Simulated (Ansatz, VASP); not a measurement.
**One calculation of PbS, two programs**

The input INCAR:

```
ALGO = Normal
EDIFF = 1E-6
EDIFFG = -0.01
ENCUT = 600
GGA = PE
IBRION = 2
ISIF = 3
ISMEAR = 0
LASPH = True
LCHARG = False
LREAL = False
LWAVE = False
NELM = 100
NSW = 100
PREC = Accurate
SIGMA = 0.01
```

KPOINTS

```
k-points
0
Gamma
  12 12 6
```

File POSCAR:

```
PbS
1.0
    4.1285687000      0.0000000000      0.0000000000
   -2.0642844000      3.5754454000      0.0000000000
    0.0000000000      0.0000000000      7.3562732000
Pb S
2 2
Direct
    0.6666667000      0.3333333000      0.7500000000
    0.3333333000      0.6666667000      0.2500000000
    0.0000000000      0.0000000000      0.0000000000
    0.0000000000      0.0000000000      0.5000000000
```

Input for Ansatz:

```yaml
crystal:
  lattice:
    - [4.1285687, 0.0, 0.0]
    - [-2.0642844, 3.5754454, 0.0]
    - [0.0, 0.0, 7.3562732]
  atoms:
    - { symbol: Pb, position: [0.6666667, 0.3333333, 0.75] }
    - { symbol: Pb, position: [0.3333333, 0.6666667, 0.25] }
    - { symbol: S, position: [0.0, 0.0, 0.0] }
    - { symbol: S, position: [0.0, 0.0, 0.5] }
basis:
  ecutwfc: 420
kpoints:
  mp_grid: { grid: [12, 12, 6] }
hamiltonian:
  xc: pbe
scf:
  occupations: { method: gaussian, width: 0.01 }
output:
  forces: true
  stress: true
  eigenvalues: true
relax:
  adjacent_minimum: "off"
  f_tol: 0.01
  max_steps: 80
  cell: { stress_tol: 0.05 }
```

Alike in both runs: task relaxation of cell and atoms; functional PBE; k mesh 12 × 12 × 6; occupations gaussian, width 0.01 eV; no spin polarisation.

|  | VASP | Ansatz |
| --- | --- | --- |
| version | VASP 6.6.1 | Ansatz 0.2.0 |
| potentials or method | VASP PAW PBE potentials, release 64 (Pb_d, S), cutoff 600 eV | scalar-relativistic, plane waves, PAW |
| valence electrons in the cell | 40 | 40 |

```csv
,VASP,Ansatz,Ansatz less VASP
"gap on the k mesh at the Fermi level, each at its own relaxed structure (eV)",0.25,0.26,+0.001
relaxed volume (Å³/atom),27.10,27.15,+0.044
relaxed length of the cell vector where the two differ most in proportion (Å),4.126,4.129,+0.0024
```

Neither program's run includes spin-orbit coupling.
